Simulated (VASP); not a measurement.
Runs of VASP 6.6.1 on Sn3Se. Symmetry: Fm-3m, No. 225, cubic system. The conventional cell has a = 7.466 Å, b = 7.466 Å, c = 7.466 Å, α = 90.00°, β = 90.00°, γ = 90.00°. Within 4.3 Å of Sn (site symmetry -43m) lie 10 Sn at 3.23 to 3.73 Å and 4 Se at 3.23 Å. Sn (site symmetry m-3m) has 8 Sn at 3.23 Å and 6 Se at 3.73 Å within 4.3 Å. Se (site symmetry m-3m) has 14 Sn at 3.23 to 3.73 Å within 4.3 Å. 

| k mesh | gap on the mesh (eV) | pressure (GPa) |
| --- | --- | --- |
| 3 × 3 × 3 | - | (a) |
| 5 × 5 × 5 | - | 0.1 |
| 4 × 4 × 4 | none | -0.4 |
| 2 × 2 × 2 | none | -0.3 |

Alike in all rows: task single point; level PBE; potentials or basis VASP PAW PBE potentials, release 64 (Sn_d, Se); no spin polarisation; cell as given; cutoff (eV) 500; smearing fermi-dirac 0.1 eV.

Question: Fill in the values left out.

Answer: (a) 0.0.

Caveats: some runs use coarse meshes; spin-orbit coupling is left out, which moves the levels of the heavy elements.

A k mesh can miss the band edges, and the runs leave out spin-orbit coupling on Se, Sn.

A gap of «none» marks levels without a gap at the run's occupations.
